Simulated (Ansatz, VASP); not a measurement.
**ZnS in VASP and in Ansatz**

```
CELL_PARAMETERS angstrom
3.81100 0.00000 0.00000
-1.90550 3.30042 0.00000
0.00000 0.00000 6.23400
ATOMIC_POSITIONS crystal
Zn 0.33333 0.66667 0.00505
Zn 0.66667 0.33333 0.50505
S 0.33333 0.66667 0.37995
S 0.66667 0.33333 0.87995
```

Alike in both runs: functional r2SCAN; k mesh 6 × 6 × 4; occupations gaussian, width 0.02 eV; no spin polarisation.

Ansatz relaxed the structure, and its values are those at the end. VASP's run is a single point on that final structure, the one shown.

|  | VASP | Ansatz |
| --- | --- | --- |
| version | VASP 6.6.1 | Ansatz 0.2.0 |
| potentials or method | VASP PAW PBE potentials, release 64 (Zn, S), cutoff 520 eV | scalar-relativistic, plane waves, PAW |
| valence electrons in the cell | 36 | 36 |

VASP gave:

| Property | Result |
| --- | --- |
| gap on the k mesh at the Fermi level (eV) | 2.79 |
| least direct gap on the mesh (eV) | 2.79 |
| pressure (GPa) | 0.0 |
| rms of the force components (eV/Å) | 0.003 |

What did Ansatz give for the same quantities?

gap on the k mesh at the Fermi level (eV): 2.78; least direct gap on the mesh (eV): 2.78; pressure (GPa): 0.0; rms of the force components (eV/Å): 0.002.

VASP's potentials were made for PBE, not for r2SCAN. Ansatz's warnings: stress scf threshold loose.
